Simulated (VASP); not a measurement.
# MgS (Cmcm) in VASP: single point with r2SCAN

Aim: the single point of MgS with r2SCAN.

All numbers are computed with VASP 6.6.1; they aren't measurements. Logs are shortened: lines on timing, memory, paths and dates and some standing lists are left out, and cuts for length are marked.

### 1 The cell of the first run

The structure is orthorhombic, space group Cmcm (No. 63). Conventional cell: a = 3.740 Å, b = 6.314 Å, c = 6.147 Å, α = 90.00°, β = 90.00°, γ = 90.00°. Mg (site symmetry 2/m) has 6 S at 2.61 to 2.64 Å and 2 Mg at 3.07 Å within 3.4 Å. Within 3.4 Å of S (site symmetry m2m) lie 6 Mg at 2.61 to 2.64 Å.

### 2 Single point, r2SCAN (uniaxial x strain +2.6%)

The input, POSCAR:

```
MgS
1.0
    3.7398515668      0.0000000000      0.0000000000
   -1.8699257834      3.1570391493      0.0000000000
    0.0000000000      0.0000000000      6.1473560943
Mg S
2 2
Direct
    0.0000000000      0.0000000000      0.0000000000
    0.0000000000      0.0000000000      0.5000000000
    0.3333333333      0.6666666667      0.2500000000
    0.6666666666      0.3333333333      0.7500000000
```

The input, INCAR.step1:

```
PREC     = Accurate       # precision mode
ENCUT    = 520            # plane-wave cutoff, eV
ISMEAR   = 0              # smearing method
SIGMA    = 0.01           # smearing width, eV
LREAL    = False          # projectors in reciprocal space
LASPH    = True           # aspherical terms in the spheres
NELM     = 100            # most SCF steps
NBANDS   = 16             # bands
GGA      = PE             # functional
ALGO     = Normal         # electronic algorithm
EDIFF    = 1E-4           # SCF threshold, eV
LWAVE    = True           # write WAVECAR
LCHARG   = False          # write CHGCAR
```

The input, INCAR.step2:

```
PREC     = Accurate       # precision mode
ENCUT    = 520            # plane-wave cutoff, eV
EDIFF    = 1E-6           # SCF threshold, eV
ISMEAR   = 0              # smearing method
SIGMA    = 0.01           # smearing width, eV
LREAL    = False          # projectors in reciprocal space
LASPH    = True           # aspherical terms in the spheres
NELM     = 100            # most SCF steps
ALGO     = Normal         # electronic algorithm
ISIF     = 2              # what is computed and relaxed
LWAVE    = False          # write WAVECAR
LCHARG   = False          # write CHGCAR
METAGGA  = R2SCAN         # meta-GGA
LMIXTAU  = True         
NBANDS   = 16             # bands
ISTART   = 1
```

The input, KPOINTS:

```
Automatic mesh
0
Gamma
  12 12 4
```

Potentials or basis: VASP PAW PBE potentials, release 64 (Mg, S).

Launch:

```console
$ cat potpaw_PBE.64/Mg/POTCAR potpaw_PBE.64/S/POTCAR > POTCAR
$ cp INCAR.step1 INCAR
$ mpirun -np 1 vasp_std > vasp.out
$ cp INCAR.step2 INCAR
$ mpirun -np 1 vasp_std > vasp.out
```

OUTCAR:

```text
PREC = Accurate
   ENCUT = 520
   EDIFF = 1E-6
   ISMEAR = 0
   LREAL = False
   LASPH = True
   NELM = 100
   ISIF = 2
   METAGGA = R2SCAN
   ISTART = 1

 ion  position               nearest neighbor table
   1  0.000  0.000  0.000-   3 2.61   4 2.61   3 2.64   4 2.64   4 2.64   3 2.64   2 3.07   2 3.07

   2  0.000  0.000  0.500-   3 2.61   4 2.61   3 2.64   4 2.64   4 2.64   3 2.64   1 3.07   1 3.07

   3  0.333  0.667  0.250-   1 2.61   2 2.61   1 2.64   2 2.64   1 2.64   2 2.64
   4  0.667  0.333  0.750-   1 2.61   2 2.61   1 2.64   2 2.64   1 2.64   2 2.64

  Warning from LATTYP: Monoclinic adjustment (A1->A3, A2->A1, A3->A2)!
  LATTYP: Found a base centered orthorhombic cell.
 ALAT       =     3.7398515668
 B/A-ratio  =     1.6883232358
 C/A-ratio  =     1.6437433370

  Lattice vectors:

 A1 = (   1.8699257834,  -3.1570391493,   0.0000000000)
 A2 = (   1.8699257834,   3.1570391493,   0.0000000000)
 A3 = (   0.0000000000,   0.0000000000,   6.1473560943)

Analysis of symmetry for initial positions (statically):
=====================================================================
 Subroutine PRICEL returns:
 Original cell was already a primitive cell.

 Routine SETGRP: Setting up the symmetry group for a
 base centered orthorhombic supercell.

 Subroutine GETGRP returns: Found  8 space group operations
 (whereof  4 operations were pure point group operations)
 out of a pool of  8 trial point group operations.

The static configuration has the point symmetry C_2h.
 The point group associated with its full space group is D_2h.

Analysis of symmetry for dynamics (positions and initial velocities):
=====================================================================
 Subroutine PRICEL returns:
 Original cell was already a primitive cell.

 Routine SETGRP: Setting up the symmetry group for a
 base centered orthorhombic supercell.

 Subroutine GETGRP returns: Found  8 space group operations
 (whereof  4 operations were pure point group operations)
 out of a pool of  8 trial point group operations.

The dynamic configuration has the point symmetry C_2h.
 The point group associated with its full space group is D_2h.

 Subroutine INISYM returns: Found  8 space group operations
 (whereof  4 operations are pure point group operations),
 and found     1 'primitive' translations

----------------------------------------------------------------------------------------

                                     Primitive cell

  volume of cell :      72.5810

  direct lattice vectors                    reciprocal lattice vectors
     3.739851567  0.000000000  0.000000000     0.267390291  0.158376243  0.000000000
    -1.869925783  3.157039149  0.000000000     0.000000000  0.316752486  0.000000000
     0.000000000  0.000000000  6.147356094     0.000000000  0.000000000  0.162671559

  length of vectors
     3.739851567  3.669266769  6.147356094     0.310774198  0.316752486  0.162671559

  position of ions in fractional coordinates (direct lattice)
     0.000000000  0.000000000  0.000000000
     0.000000000  0.000000000  0.500000000
     0.333333333  0.666666667  0.250000000
     0.666666667  0.333333333  0.750000000

  ion indices of the primitive-cell ions
   primitive index   ion index
                 1           1
                 2           2
                 3           3
                 4           4

----------------------------------------------------------------------------------------

 KPOINTS: Automatic mesh

Automatic generation of k-mesh.
 Grid dimensions read from file:
 generate k-points for:   12   12    4

 Generating k-lattice:

  Cartesian coordinates                     Fractional coordinates (reciprocal lattice)
     0.022282524  0.013198020  0.000000000     0.083333333 -0.000000000  0.000000000
     0.000000000  0.026396041  0.000000000     0.000000000  0.083333333  0.000000000
     0.000000000  0.000000000  0.040667890     0.000000000  0.000000000  0.250000000

  Length of vectors
     0.025897850  0.026396041  0.040667890

  Shift w.r.t. Gamma in fractional coordinates (k-lattice)
     0.000000000  0.000000000  0.000000000

 Subroutine IBZKPT returns following result:
 ===========================================

 Found    129 irreducible k-points:

 Following reciprocal coordinates:
            Coordinates               Weight
  0.000000  0.000000  0.000000      1.000000
  0.083333 -0.000000  0.000000      4.000000
  0.166667  0.000000  0.000000      4.000000
  0.250000 -0.000000  0.000000      4.000000
  0.333333 -0.000000  0.000000      4.000000
  0.416667  0.000000  0.000000      4.000000
[... 16 lines left out ...]
  0.333333  0.166667  0.000000      4.000000
  0.416667  0.166667  0.000000      4.000000
 [... further k-points ...]
   k-points           NKPTS =    129   k-points in BZ     NKDIM =    129   number of bands    NBANDS=     16
   number of dos      NEDOS =    301   number of ions     NIONS =      4
   total plane-waves  NPLWV =  37632
   dimension x,y,z NGX =    28 NGY =   28 NGZ =   48
   dimension x,y,z NGXF=    56 NGYF=   56 NGZF=   96
   ions per type =               2   2
   NGX,Y,Z   is equivalent  to a cutoff of  12.45, 12.69, 12.98 a.u.
   NGXF,Y,Z  is equivalent  to a cutoff of  24.89, 25.37, 25.96 a.u.
 SYSTEM =  unknown system
   PREC   = accura    normal or accurate (medium, high low for compatibility)
   ISTART =      1    job   : 0-new  1-cont  2-samecut
   ICHARG =      0    charge: 1-file 2-atom 10-const
   ISPIN  =      1    spin polarized calculation?
   LNONCOLLINEAR =      F non collinear calculations
   LSORBIT =      F    spin-orbit coupling
   LASPH  =      T    aspherical Exc in radial PAW
   ENCUT  =  520.0 eV  38.22 Ry    6.18 a.u.   6.95  6.82 11.43*2*pi/ulx,y,z
   NELM   =    100;   NELMIN=  2; NELMDL=  0     # of ELM steps
   EDIFF  = 0.1E-05   stopping-criterion for ELM
   LREAL  =      F    real-space projection
   EDIFFG = 0.1E-04   stopping-criterion for IOM
   NSW    =      0    number of steps for IOM
   IBRION =     -1    ionic relax: 0-MD 1-quasi-New 2-CG
   NFREE  =      0    steps in history (QN), initial steepest desc. (CG)
   ISIF   =      2    stress and relaxation
   ISYM   =      2    0-nonsym 1-usesym 2-fastsym
   POTIM  = 0.5000    time-step for ionic-motion
   TEBEG  =    0.0;   TEEND  =   0.0 temperature during run
   PSTRESS=    0.0 pullay stress
   NELECT =      16.0000    total number of electrons
   NUPDOWN=      -1.0000    fix difference up-down
   EMIN   =  10.00;   EMAX   =-10.00  energy-range for DOS
   EFERMI =   0.00;   METHOD = LEGACY
   ISMEAR =     0;   SIGMA  =   0.01  broadening in eV -4-tet -1-fermi 0-gaus
   EFERMI_NEDOS =   21; number of points for ismear=-14 and -15
   IALGO  =     38    algorithm
   IMIX   =      4    mixing-type and parameters
     AMIX     =   0.40;   BMIX     =  1.00
     AMIX_MAG =   1.60;   BMIX_MAG =  1.00
  volume/ion in A,a.u.               =      18.15       122.45
  Fermi-wavevector in a.u.,A,eV,Ry     =   0.988949  1.868843 13.306773  0.978020
  Thomas-Fermi vector in A             =   2.120513
   LORBIT       =      0    0 simple, 1 ext, 2 COOP (PROOUT), +10 PAW based schemes
   METAGGA = R2SCAN    functional components
   LHFCALC =     F    Hartree Fock is set to
   AEXX    =    0.0000 exact exchange contribution
   IVDW    =     0    specifies the selected vdW correction
   LEPSILON=     F    determine dielectric tensor
   LRPA    =     F    only Hartree local field effects (RPA)
 non-spin polarized calculation
 Gauss-broadening in eV      SIGMA  =   0.01
  energy-cutoff  :      520.00
  volume of cell :       72.58
 maximum number of plane-waves:      1973
   NGX = 13   NGY = 13   NGZ = 23

 number of electron      15.9999998 magnetization

 Free energy of the ion-electron system (eV)
  ---------------------------------------------------
  ext. energy  EPLUGINS =         0.00000000
  ---------------------------------------------------
  free energy    TOTEN  =       -30.87279768 eV

  energy without entropy =      -30.87279768  energy(sigma->0) =      -30.87279768

 E-fermi :   3.3305     XC(G=0):  -9.9521

 val. band max:        3.2624372775   @ k =   0.0000   0.0000   0.0000
 cond. band min:       7.2848322062   @ k =   0.3333   0.3333   0.0000
 fundamental gap:      4.0223949287
 Fermi energy:         3.3305416450

 k-point     1 :       0.0000    0.0000    0.0000
  band No.  band energies     occupation
      1      -9.8192      2.00000
      2      -8.6232      2.00000
      3      -1.5644      2.00000
      4       2.6455      2.00000
      5       2.7717      2.00000
      6       3.0846      2.00000
[... 8 lines left out ...]
     15      12.5361      0.00000
     16      12.9945      0.00000

 k-point     2 :       0.0833   -0.0000    0.0000
  band No.  band energies     occupation
      1      -9.7597      2.00000
      2      -8.5893      2.00000
      3      -1.4849      2.00000
      4       2.2896      2.00000
      5       2.6360      2.00000
      6       2.8020      2.00000
[... 8 lines left out ...]
     15      12.2495      0.00000
     16      12.7230      0.00000

 k-point     3 :       0.1667    0.0000    0.0000
  band No.  band energies     occupation
      1      -9.5878      2.00000
      2      -8.4964      2.00000
      3      -1.2507      2.00000
      4       1.4029      2.00000
      5       1.9885      2.00000
      6       2.4049      2.00000
[... 8 lines left out ...]
     15      12.4751      0.00000
     16      12.6482      0.00000

 k-point     4 :       0.2500   -0.0000    0.0000
  band No.  band energies     occupation
      1      -9.3244      2.00000
      2      -8.3722      2.00000
      3      -0.8758      2.00000
      4       0.4066      2.00000
      5       1.1255      2.00000
      6       2.1347      2.00000
[... 8 lines left out ...]
     15      12.6786      0.00000
     16      13.5175      0.00000
[... 324 lines left out ...]
 k-point    22 :       0.2500    0.1667    0.0000
  band No.  band energies     occupation
      1      -8.8658      2.00000
      2      -8.2069      2.00000
      3      -0.4226      2.00000
      4      -0.1657      2.00000
      5       0.1622      2.00000
      6       1.5297      2.00000
[... 8 lines left out ...]
     15      12.7231      0.00000
     16      14.3786      0.00000

 k-point    23 :       0.3333    0.1667    0.0000
  band No.  band energies     occupation
      1      -8.5963      2.00000
      2      -8.1849      2.00000
      3      -0.9356      2.00000
      4      -0.0466      2.00000
      5       0.3397      2.00000
      6       1.1380      2.00000
[... 8 lines left out ...]
     15      12.6131      0.00000
     16      15.4167      0.00000

 k-point    24 :       0.4167    0.1667    0.0000
  band No.  band energies     occupation
      1      -8.4711      2.00000
      2      -8.2101      2.00000
      3      -1.1059      2.00000
      4      -0.0884      2.00000
      5       0.6239      2.00000
      6       0.9681      2.00000
[... 8 lines left out ...]
     15      12.9807      0.00000
     16      15.7681      0.00000

 [... further k-points ...]
[... 5 lines left out ...]
  --------------------------------------------------------------------------------------
  -------------------------------------------------------------------------------------
  Total       -1.8048880     -0.8058680     -0.5202705      0.0000000      0.0000000      0.0000000
  in kB      -39.8417251    -17.7890096    -11.4846319      0.0000000      0.0000000      0.0000000
  external PRESSURE =     -23.0384555 kB  Pullay stress =       0.0000000 kB

 VOLUME and BASIS-vectors are now :
 -----------------------------------------------------------------------------
  energy-cutoff  :      520.00
  volume of cell :       72.58
      direct lattice vectors                 reciprocal lattice vectors
     3.739851567  0.000000000  0.000000000     0.267390291  0.158376243  0.000000000
    -1.869925783  3.157039149  0.000000000     0.000000000  0.316752486  0.000000000
     0.000000000  0.000000000  6.147356094     0.000000000  0.000000000  0.162671559

 POSITION                                       TOTAL-FORCE (eV/Angst)
 -----------------------------------------------------------------------------------
      0.00000      0.00000      0.00000         0.000000      0.000000      0.000000
      0.00000      0.00000      3.07368        -0.000000      0.000000      0.000000
     -0.00000      2.10469      1.53684        -0.000000     -0.004238      0.000000
      1.86993      1.05235      4.61052         0.000000      0.004238     -0.000000
 -----------------------------------------------------------------------------------
    total drift:                                0.000000     -0.000000     -0.000000

  FREE ENERGIE OF THE ION-ELECTRON SYSTEM (eV)
  ---------------------------------------------------
  free  energy   TOTEN  =       -30.8727976767 eV

  energy  without entropy=      -30.8727976767  energy(sigma->0) =      -30.87279768
```

It took 12 min on 1 thread of Intel Xeon 8259CL, shared host; peak memory 0.29 GiB.

Results:

```yaml
Free_energy: -30.8728 eV
Pressure: -2.3 GPa
Largest_force: 0.004 eV/Å
Band_gap_on_the_k_mesh: 4.02 eV (least direct gap 4.18 eV)
```

Forces on the atoms (eV/Å):
```
Mg   0.000  0.000  0.000
Mg   0.000  0.000  0.000
S    0.000 -0.004  0.000
S    0.000  0.004  0.000
```

Stress tensor (GPa, compression positive):
```
-3.98  0.00  0.00
 0.00 -1.78  0.00
 0.00  0.00 -1.15
```

Levels at points of the mesh, in eV from the valence-band top:
```tsv
k point	band 5	band 6	band 7	band 8	band 9	band 10	band 11	band 12
(0.00, 0.00, 0.00)	-0.49	-0.18	-0.11	0.00	4.18	5.13	7.48	8.15
(0.50, 0.00, 0.00)	-2.83	-1.65	-1.56	-0.58	4.64	5.02	5.61	7.59
(0.00, 0.50, 0.00)	-2.76	-1.78	-1.59	-0.75	4.41	4.98	5.32	7.24
(0.00, 0.00, 0.50)	-0.37	-0.37	-0.25	-0.25	5.33	5.33	7.88	7.88
(0.50, 0.00, 0.50)	-1.47	-1.47	-1.13	-1.13	4.63	4.63	5.91	5.91
(0.00, 0.50, 0.50)	-1.47	-1.47	-1.33	-1.33	4.60	4.60	5.84	5.84
```

Caveat: the cell differs from its parent crystal (uniaxial x strain +2.6%); the PAW data sets were made with another functional, which shifts forces and pressure a little.
